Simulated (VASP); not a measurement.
# Pd (Fm-3m) in VASP: a series of runs, part 2 of 2

VASP 6.6.1. Earlier steps stand in the parts before.

**3. Single point, r2SCAN**

This run uses another cell than the first one, of 14.55 Å³/atom, 1.033 times its volume.

POSCAR reads:

```
Pd
1.0
    0.0000000000      1.9376732691      1.9376732691
    1.9376732691      0.0000000000      1.9376732691
    1.9376732691      1.9376732691      0.0000000000
Pd
1
Direct
    0.0000000000      0.0000000000      0.0000000000
```

INCAR.step1 reads:

```
SYSTEM = Pd
PREC     = Accurate       ! precision mode
ENCUT    = 520            ! plane-wave cutoff, eV
ISMEAR   = -1             ! smearing method
SIGMA    = 0.1            ! smearing width, eV
LREAL    = .False.        ! projectors in reciprocal space
LASPH    = .True.         ! aspherical terms in the spheres
NELM     = 80             ! most SCF steps
NBANDS   = 11             ! bands
GGA      = PE             ! functional
ALGO     = Normal         ! electronic algorithm
EDIFF    = 1E-4           ! SCF threshold, eV
LWAVE    = .True.         ! write WAVECAR
LCHARG   = .False.        ! write CHGCAR
```

INCAR.step2 reads:

```
SYSTEM = Pd
PREC     = Accurate       ! precision mode
ENCUT    = 520            ! plane-wave cutoff, eV
EDIFF    = 1E-6           ! SCF threshold, eV
ISMEAR   = -1             ! smearing method
SIGMA    = 0.1            ! smearing width, eV
LREAL    = .False.        ! projectors in reciprocal space
LASPH    = .True.         ! aspherical terms in the spheres
NELM     = 80             ! most SCF steps
ALGO     = Normal         ! electronic algorithm
ISIF     = 2              ! what is computed and relaxed
LWAVE    = .False.        ! write WAVECAR
LCHARG   = .True.         ! write CHGCAR
METAGGA  = R2SCAN         ! meta-GGA
LMIXTAU  = .True.       
LELF     = .True.         ! ELF
LVHAR    = .True.       
NBANDS   = 11             ! bands
ISTART   = 1
```

KPOINTS reads:

```
Automatic mesh
0
Gamma
  15 15 15
  0 0 0
```

Potentials or basis: VASP PAW PBE potentials, release 64 (Pd).

The run is started by

```sh
cat potpaw_PBE.64/Pd/POTCAR > POTCAR
cp INCAR.step1 INCAR
mpirun -np 1 vasp_std > vasp.out
cp INCAR.step2 INCAR
mpirun -np 1 vasp_std > vasp.out
```

OUTCAR:

```text
SYSTEM = Pd
   PREC = Accurate
   ENCUT = 520
   EDIFF = 1E-6
   ISMEAR = -1
   LREAL = .False.
   LASPH = .True.
   NELM = 80
   ISIF = 2
   METAGGA = R2SCAN
   ISTART = 1

 ion  position               nearest neighbor table
   1  0.000  0.000  0.000-

  LATTYP: Found a face centered cubic cell.
 ALAT       =     3.8753465382

  Lattice vectors:

 A1 = (   0.0000000000,   1.9376732691,   1.9376732691)
 A2 = (   1.9376732691,   0.0000000000,   1.9376732691)
 A3 = (   1.9376732691,   1.9376732691,   0.0000000000)

Analysis of symmetry for initial positions (statically):
=====================================================================
 Subroutine PRICEL returns:
 Original cell was already a primitive cell.

 Routine SETGRP: Setting up the symmetry group for a
 face centered cubic supercell.

 Subroutine GETGRP returns: Found 48 space group operations
 (whereof 48 operations were pure point group operations)
 out of a pool of 48 trial point group operations.

The static configuration has the point symmetry O_h .

Analysis of symmetry for dynamics (positions and initial velocities):
=====================================================================
 Subroutine PRICEL returns:
 Original cell was already a primitive cell.

 Routine SETGRP: Setting up the symmetry group for a
 face centered cubic supercell.

 Subroutine GETGRP returns: Found 48 space group operations
 (whereof 48 operations were pure point group operations)
 out of a pool of 48 trial point group operations.

The dynamic configuration has the point symmetry O_h .

 Subroutine INISYM returns: Found 48 space group operations
 (whereof 48 operations are pure point group operations),
 and found     1 'primitive' translations

----------------------------------------------------------------------------------------

                                     Primitive cell

  volume of cell :      14.5503

  direct lattice vectors                    reciprocal lattice vectors
     0.000000000  1.937673269  1.937673269    -0.258041440  0.258041440  0.258041440
     1.937673269  0.000000000  1.937673269     0.258041440 -0.258041440  0.258041440
     1.937673269  1.937673269  0.000000000     0.258041440  0.258041440 -0.258041440

  length of vectors
     2.740283817  2.740283817  2.740283817     0.446940884  0.446940884  0.446940884

  position of ions in fractional coordinates (direct lattice)
     0.000000000  0.000000000  0.000000000

  ion indices of the primitive-cell ions
   primitive index   ion index
                 1           1

----------------------------------------------------------------------------------------

 KPOINTS: Automatic mesh

Automatic generation of k-mesh.
 Grid dimensions read from file:
 generate k-points for:   15   15   15

 Generating k-lattice:

  Cartesian coordinates                     Fractional coordinates (reciprocal lattice)
    -0.017202763  0.017202763  0.017202763     0.066666667  0.000000000  0.000000000
     0.017202763 -0.017202763  0.017202763     0.000000000  0.066666667  0.000000000
     0.017202763  0.017202763 -0.017202763     0.000000000  0.000000000  0.066666667

  Length of vectors
     0.029796059  0.029796059  0.029796059

  Shift w.r.t. Gamma in fractional coordinates (k-lattice)
     0.000000000  0.000000000  0.000000000

 Subroutine IBZKPT returns following result:
 ===========================================

 Found    120 irreducible k-points:

 Following reciprocal coordinates:
            Coordinates               Weight
  0.000000  0.000000  0.000000      1.000000
  0.066667  0.000000  0.000000      8.000000
  0.133333  0.000000  0.000000      8.000000
  0.200000  0.000000  0.000000      8.000000
  0.266667  0.000000  0.000000      8.000000
  0.333333  0.000000  0.000000      8.000000
[... 16 lines left out ...]
  0.133333  0.133333  0.000000      6.000000
  0.200000  0.133333  0.000000     24.000000
 [... further k-points ...]
   k-points           NKPTS =    120   k-points in BZ     NKDIM =    120   number of bands    NBANDS=     11
   number of dos      NEDOS =    301   number of ions     NIONS =      1
   total plane-waves  NPLWV =   8000
   dimension x,y,z NGX =    20 NGY =   20 NGZ =   20
   dimension x,y,z NGXF=    40 NGYF=   40 NGZF=   40
   ions per type =               1
   NGX,Y,Z   is equivalent  to a cutoff of  12.13, 12.13, 12.13 a.u.
   NGXF,Y,Z  is equivalent  to a cutoff of  24.27, 24.27, 24.27 a.u.
 SYSTEM =  Pd
   PREC   = accura    normal or accurate (medium, high low for compatibility)
   ISTART =      1    job   : 0-new  1-cont  2-samecut
   ICHARG =      0    charge: 1-file 2-atom 10-const
   ISPIN  =      1    spin polarized calculation?
   LNONCOLLINEAR =      F non collinear calculations
   LSORBIT =      F    spin-orbit coupling
   LASPH  =      T    aspherical Exc in radial PAW
   ENCUT  =  520.0 eV  38.22 Ry    6.18 a.u.   5.10  5.10  5.10*2*pi/ulx,y,z
   NELM   =     80;   NELMIN=  2; NELMDL=  0     # of ELM steps
   EDIFF  = 0.1E-05   stopping-criterion for ELM
   LREAL  =      F    real-space projection
   EDIFFG = 0.1E-04   stopping-criterion for IOM
   NSW    =      0    number of steps for IOM
   IBRION =     -1    ionic relax: 0-MD 1-quasi-New 2-CG
   NFREE  =      0    steps in history (QN), initial steepest desc. (CG)
   ISIF   =      2    stress and relaxation
   ISYM   =      2    0-nonsym 1-usesym 2-fastsym
   POTIM  = 0.5000    time-step for ionic-motion
   TEBEG  =    0.0;   TEEND  =   0.0 temperature during run
   PSTRESS=    0.0 pullay stress
   NELECT =      10.0000    total number of electrons
   NUPDOWN=      -1.0000    fix difference up-down
   EMIN   =  10.00;   EMAX   =-10.00  energy-range for DOS
   EFERMI =   0.00;   METHOD = LEGACY
   ISMEAR =    -1;   SIGMA  =   0.10  broadening in eV -4-tet -1-fermi 0-gaus
   EFERMI_NEDOS =   21; number of points for ismear=-14 and -15
   IALGO  =     38    algorithm
   IMIX   =      4    mixing-type and parameters
     AMIX     =   0.40;   BMIX     =  1.00
     AMIX_MAG =   1.60;   BMIX_MAG =  1.00
  volume/ion in A,a.u.               =      14.55        98.19
  Fermi-wavevector in a.u.,A,eV,Ry     =   1.444722  2.730129 28.398374  2.087222
  Thomas-Fermi vector in A             =   2.562985
   LORBIT       =      0    0 simple, 1 ext, 2 COOP (PROOUT), +10 PAW based schemes
   METAGGA = R2SCAN    functional components
   LHFCALC =     F    Hartree Fock is set to
   AEXX    =    0.0000 exact exchange contribution
   IVDW    =     0    specifies the selected vdW correction
   LEPSILON=     F    determine dielectric tensor
   LRPA    =     F    only Hartree local field effects (RPA)
 non-spin polarized calculation
  energy-cutoff  :      520.00
  volume of cell :       14.55
 maximum number of plane-waves:       403
   NGX = 11   NGY = 11   NGZ = 11

 number of electron      10.0000002 magnetization

 Free energy of the ion-electron system (eV)
  ---------------------------------------------------
  ext. energy  EPLUGINS =         0.00000000
  ---------------------------------------------------
  free energy    TOTEN  =       -22.97510275 eV

  energy without entropy =      -22.91790322  energy(sigma->0) =      -22.94650299

 E-fermi :   9.8578     XC(G=0): -14.2371

 val. band max:        9.8567532149   @ k =  -0.4667   0.3333   0.0667
 cond. band min:       9.8734760851   @ k =   0.4667   0.2000   0.0000
 fundamental gap:      0.0167228703
 Fermi energy:         9.8577574960

 k-point     1 :       0.0000    0.0000    0.0000
  band No.  band energies     occupation
      1       2.5358      2.00000
      2       6.8540      2.00000
      3       6.8540      2.00000
      4       6.8540      2.00000
      5       8.5033      2.00000
      6       8.5033      2.00000
      7      27.8755      0.00000
      8      32.2291      0.00000
      9      32.9474      0.00000
     10      32.9474      0.00000
     11      32.9474      0.00000

 k-point     2 :       0.0667    0.0000    0.0000
  band No.  band energies     occupation
      1       2.7050      2.00000
      2       6.7942      2.00000
      3       6.9129      2.00000
      4       6.9129      2.00000
      5       8.4756      2.00000
      6       8.4756      2.00000
      7      28.0531      0.00000
      8      31.8332      0.00000
      9      32.2764      0.00000
     10      33.1414      0.00000
     11      33.1414      0.00000
[... 295 lines left out ...]
 k-point    24 :       0.2000    0.1333    0.0000
  band No.  band energies     occupation
      1       3.9140      2.00000
      2       6.1840      2.00000
      3       7.3939      2.00000
      4       7.4584      2.00000
      5       8.0168      2.00000
      6       8.8028      1.99995
      7      28.8187      0.00000
      8      29.6370      0.00000
      9      31.5874      0.00000
     10      32.2336      0.00000
     11      32.4205      0.00000

 [... further k-points ...]
[... 5 lines left out ...]
  --------------------------------------------------------------------------------------
  -------------------------------------------------------------------------------------
  Total        0.5425693      0.5425693      0.5425693      0.0000000      0.0000000      0.0000000
  in kB       59.7439853     59.7439853     59.7439853      0.0000000      0.0000000      0.0000000
  external PRESSURE =      59.7439853 kB  Pullay stress =       0.0000000 kB

 VOLUME and BASIS-vectors are now :
 -----------------------------------------------------------------------------
  energy-cutoff  :      520.00
  volume of cell :       14.55
      direct lattice vectors                 reciprocal lattice vectors
     0.000000000  1.937673269  1.937673269    -0.258041440  0.258041440  0.258041440
     1.937673269  0.000000000  1.937673269     0.258041440 -0.258041440  0.258041440
     1.937673269  1.937673269  0.000000000     0.258041440  0.258041440 -0.258041440

 POSITION                                       TOTAL-FORCE (eV/Angst)
 -----------------------------------------------------------------------------------
      0.00000      0.00000      0.00000         0.000000      0.000000      0.000000
 -----------------------------------------------------------------------------------
    total drift:                                0.000000     -0.000000      0.000000

  FREE ENERGIE OF THE ION-ELECTRON SYSTEM (eV)
  ---------------------------------------------------
  free  energy   TOTEN  =       -22.9751027528 eV

  energy  without entropy=      -22.9179032246  energy(sigma->0) =      -22.94650299
```

It took 35 s on 1 thread of Intel Xeon Platinum 8559C (Emerald Rapids), shared host; peak memory 0.14 GiB.

What came out:

```
Free energy            : -22.9751 eV
Pressure               : 6.0 GPa
Band gap on the k mesh : zero (band 5 reaches 10.12 eV, above the bottom of band 6 at 8.43 eV)
```

Caveat: the PAW data sets were made with another functional, which shifts forces and pressure a little.

**4. Single point, r2SCAN**

This run uses another cell than the first one, of 14.55 Å³/atom, 1.033 times its volume.

POSCAR is that of step 3.

INCAR.step1 reads:

```
PREC = Accurate
ENCUT = 520
ISMEAR = -1
SIGMA = 0.1
LREAL = F
LASPH = T
NELM = 60
NBANDS = 11
GGA = PE
ALGO = Normal
EDIFF = 1E-4
LWAVE = T
LCHARG = F
```

INCAR.step2 reads:

```
PREC = Accurate
ENCUT = 520
EDIFF = 1E-6
ISMEAR = -1
SIGMA = 0.1
LREAL = F
LASPH = T
NELM = 60
ALGO = Normal
ISIF = 2
LWAVE = F
LCHARG = T
METAGGA = R2SCAN
LMIXTAU = T
LELF = T
LVHAR = T
NBANDS = 11
ISTART = 1
```

KPOINTS reads:

```
regular mesh
0
Gamma
  15 15 15
```

The run is started by

```sh
cat potpaw_PBE.64/Pd/POTCAR > POTCAR
cp INCAR.step1 INCAR
mpirun -np 1 vasp_std > vasp.out
cp INCAR.step2 INCAR
mpirun -np 1 vasp_std > vasp.out
```

Run time: 35 s. Hardware: 1 thread of Intel Xeon Platinum 8559C (Emerald Rapids), shared host; peak memory 0.14 GiB.

The run converged. Its results:

| Property | Result |
| --- | --- |
| Free energy | -22.9751 eV |
| Pressure | 6.0 GPa |
| Band gap on the k mesh | zero (band 5 reaches 10.12 eV, above the bottom of band 6 at 8.43 eV) |

Levels at points of the mesh, in eV from the Fermi level:
```tsv
k point	band 2	band 3	band 4	band 5	band 6	band 7	band 8	band 9
(0.00, 0.00, 0.00)	-3.00	-3.00	-3.00	-1.35	-1.35	18.02	22.37	23.09
```

Caveat: the PAW data sets were made with another functional, which shifts forces and pressure a little.
